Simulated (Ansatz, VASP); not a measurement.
## Ba in VASP and in Ansatz

```
CELL_PARAMETERS angstrom
4.53737 0.00000 0.00000
-2.26869 3.92948 0.00000
0.00000 0.00000 7.43569
ATOMIC_POSITIONS crystal
Ba 0.33333 0.66667 0.25000
Ba 0.66667 0.33333 0.75000
```

Alike in both runs: task single point; functional PBE; k mesh 13 × 13 × 7; occupations fermi-dirac, width 0.1 eV; no spin polarisation.

|  | VASP | Ansatz |
| --- | --- | --- |
| version | VASP 6.6.1 | Ansatz 0.2.0 |
| potentials or method | VASP PAW PBE potentials, release 64 (Ba_sv), cutoff 520 eV | plane waves (420 eV) with PAW, scalar-relativistic |
| valence electrons in the cell | 20 | 20 |

|  | VASP | Ansatz | Ansatz less VASP |
| --- | --- | --- | --- |
| pressure (GPa) | -0.3 | -0.3 | -0.04 |

The functional is the same, so the differences come from potentials, cutoffs and numerics.

Spin-orbit coupling is off throughout.
